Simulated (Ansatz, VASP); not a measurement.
## Two plane-wave programs on Al

The input INCAR:

```
PREC = Accurate
ENCUT = 500
EDIFF = 1E-6
ISMEAR = 0
SIGMA = 0.1
LREAL = F
LASPH = T
NELM = 120
ALGO = Normal
ISIF = 2
LWAVE = F
LCHARG = T
GGA = PE
LELF = T
LVHAR = T
NBANDS = 8
GGA_COMPAT = F
```

File KPOINTS:

```
regular mesh
0
Gamma
  6 6 6
```

File POSCAR:

```
Al
1.0
    0.0000000000      2.0194648466      2.0194648466
    2.0194648466      0.0000000000      2.0194648466
    2.0194648466      2.0194648466      0.0000000000
Al
1
Direct
    0.0000000000      0.0000000000      0.0000000000
```

Input for Ansatz:

```yaml
crystal:
  lattice:
    - [0.0, 2.0194648466, 2.0194648466]
    - [2.0194648466, 0.0, 2.0194648466]
    - [2.0194648466, 2.0194648466, 0.0]
  atoms:
    - { symbol: Al, position: [0.0, 0.0, 0.0] }
basis:
  ecutwfc: 420
  ecutrho_ratio: 6
kpoints:
  mp_grid: { grid: [6, 6, 6] }
hamiltonian:
  xc: pbe
scf:
  occupations: { method: gaussian, width: 0.1 }
output:
  forces: true
  stress: true
  eigenvalues: true
  dos: { projected: true }
```

Alike in both runs: task single point; functional PBE; k mesh 6 × 6 × 6; occupations gaussian, width 0.1 eV; no spin polarisation.

|  | VASP | Ansatz |
| --- | --- | --- |
| version | VASP 6.6.1 | Ansatz 0.2.0 |
| potentials or method | VASP PAW PBE potentials, release 64 (Al), cutoff 500 eV | scalar-relativistic, plane waves, PAW |
| valence electrons in the cell | 3 | 3 |

|  | VASP | Ansatz | Ansatz less VASP |
| --- | --- | --- | --- |
| gap on the k mesh at the Fermi level (eV) | none | none | - |
| pressure (GPa) | 0.6 | 0.6 | +0.04 |

A gap of «none» marks a metal or a gap that the smearing closes. With one functional, cell and mesh, what is left measures potentials, basis and numerics.

The k mesh is coarse, so the values compare programs but aren't converged.
